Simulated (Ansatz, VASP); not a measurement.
**One calculation of MgO, two programs**

File INCAR:

```
SYSTEM = MgO
  PREC = Accurate
  ENCUT = 600
  EDIFF = 1E-6
  ISMEAR = -1
  SIGMA = 0.01
  LREAL = .False.
  LASPH = .True.
  NELM = 120
  ALGO = Normal
  ISIF = 2
  LWAVE = .False.
  LCHARG = .False.
  GGA = PE
  NBANDS = 11
  GGA_COMPAT = .False.
```

KPOINTS

```
regular mesh
0
Gamma
  9 9 9
  0 0 0
```

Contents of POSCAR:

```
MgO
1.0
    0.0000000000      2.1610000000      2.1610000000
    2.1610000000      0.0000000000      2.1610000000
    2.1610000000      2.1610000000      0.0000000000
Mg O
1 1
Direct
    0.0000000000      0.0000000000      0.0000000000
    0.5000000000      0.5000000000      0.5000000000
```

Input for Ansatz:

```yaml
crystal:
  lattice:
    - [0.0, 2.161, 2.161]
    - [2.161, 0.0, 2.161]
    - [2.161, 2.161, 0.0]
  atoms:
    - { symbol: Mg, position: [0.0, 0.0, 0.0] }
    - { symbol: O, position: [0.5, 0.5, 0.5] }
hamiltonian:
  xc: pbe
  pseudopotentials: { kind: paw }
basis:
  ecutwfc: 420
kpoints:
  mp_grid: { grid: [9, 9, 9] }
scf:
  occupations: { method: fermi_dirac, width: 0.01 }
  lower_state_search: "off"
  algorithm: density_mixing
  max_iter: 80
  mixing: {}
output:
  forces: true
  stress: true
```

Alike in both runs: task single point; functional PBE; k mesh 9 × 9 × 9; occupations fermi-dirac, width 0.01 eV; no spin polarisation.

```csv
,VASP,Ansatz
version,VASP 6.6.1,Ansatz 0.2.0
potentials or method,"VASP PAW PBE potentials, release 64 (Mg, O), cutoff 600 eV","PAW, plane waves, scalar-relativistic"
valence electrons in the cell,8,16
```

Ansatz gave:

| Item | Value |
| --- | --- |
| pressure (GPa) | -6.5 |

What did VASP give for the same quantities?

Pressure (GPa): -7.4.

The functional is the same, so the differences come from potentials, cutoffs and numerics. VASP's potentials hold 8 valence electrons a cell and Ansatz's 16, so a difference there can come from the potentials and not from the codes.
